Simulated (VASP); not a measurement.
Wanted: the native input for a VASP 6.6.1 run.

* Task: single point
* Functional: r2SCAN
* Potentials or basis: VASP PAW PBE potentials, release 64 (Bi_d, O, Be, Ag)
* Cutoff: 520 eV
* k mesh: 4 × 4 × 3, shifted
* Occupations: gaussian, width 0.0151 eV
* Spin: no spin polarisation
* Dipole correction: no
* Further INCAR settings: ALGO = Normal; EDIFF = 1e-07; NBANDS = 51

Be2AgBiO8:

```
Bi O Be Ag
1.0
    -0.08618    5.07721   -0.01059
     4.93720   -0.08618    0.07305
     2.34033    2.50787   -6.03203
Bi O Be Ag
1 8 2 1
Direct
  0.50065 0.47470 0.02209
  0.18443 0.36080 0.84578
  0.65430 0.04637 0.13844
  0.92696 0.83804 0.87460
  0.18715 0.79927 0.16687
  0.74137 0.42604 0.64540
  0.59167 0.39464 0.33554
  0.55680 0.92482 0.67949
  0.08491 0.22164 0.31575
  0.01154 0.01436 0.00114
  0.73511 0.24910 0.50504
  0.24410 0.74501 0.48088
```

One way to write it, as run:

POSCAR

```
Be2AgBiO8
1.0
   -0.0861757000      5.0772087200     -0.0105899400
    4.9372015200     -0.0861757000      0.0730454800
    2.3403343100      2.5078650300     -6.0320281300
Bi O Be Ag
1 8 2 1
Direct
    0.5006500000      0.4747010000      0.0220860000
    0.1844250000      0.3608020000      0.8457810000
    0.6542990000      0.0463660000      0.1384410000
    0.9269580000      0.8380370000      0.8745970000
    0.1871530000      0.7992730000      0.1668680000
    0.7413720000      0.4260400000      0.6454000000
    0.5916700000      0.3946430000      0.3355410000
    0.5568030000      0.9248190000      0.6794930000
    0.0849060000      0.2216440000      0.3157530000
    0.0115410000      0.0143620000      0.0011360000
    0.7351090000      0.2491030000      0.5050390000
    0.2440960000      0.7450110000      0.4808820000
```

INCAR.step1

```
SYSTEM = Be2AgBiO8
PREC = Accurate ; ENCUT = 520
ISMEAR = 0 ; SIGMA = 0.0151
LREAL = .FALSE. ; LASPH = .TRUE.
NELM = 100 ; NBANDS = 51
GGA = PE ; ALGO = Normal
EDIFF = 1E-4 ; LWAVE = .TRUE.
LCHARG = .FALSE.
```

INCAR.step2

```
SYSTEM = Be2AgBiO8
PREC = Accurate ; ENCUT = 520
EDIFF = 1E-7 ; ISMEAR = 0
SIGMA = 0.0151 ; LREAL = .FALSE.
LASPH = .TRUE. ; NELM = 100
ALGO = Normal ; ISIF = 2
LWAVE = .FALSE. ; LCHARG = .FALSE.
METAGGA = R2SCAN ; LMIXTAU = .TRUE.
NBANDS = 51 ; ISTART = 1
```

KPOINTS

```
Automatic mesh
0
Gamma
  4 4 3
  0 0.5 0.5
```

Potentials or basis: VASP PAW PBE potentials, release 64 (Bi_d, O, Be, Ag).

Command:

```bash
$ cat potpaw_PBE.64/Bi_d/POTCAR potpaw_PBE.64/O/POTCAR potpaw_PBE.64/Be/POTCAR potpaw_PBE.64/Ag/POTCAR > POTCAR
$ cp INCAR.step1 INCAR
$ mpirun -np 1 vasp_std > vasp.out
$ cp INCAR.step2 INCAR
$ mpirun -np 1 vasp_std > vasp.out
```

It gave:

- Pressure: -16.9 GPa
- Largest force: 1.937 eV/Å
- Band gap on the k mesh: zero (bands 39 and 40 overlap by 0.23 eV)

Caveat: the cell stands under tension; the PAW data sets were made with another functional, which shifts forces and pressure a little; spin-orbit coupling is left out, which moves the levels of the heavy elements.

It took 35 min on 1 thread of AMD EPYC 7R43 64-Core Processor (Zen 3), with other jobs on the host, peak memory 0.37 GiB.
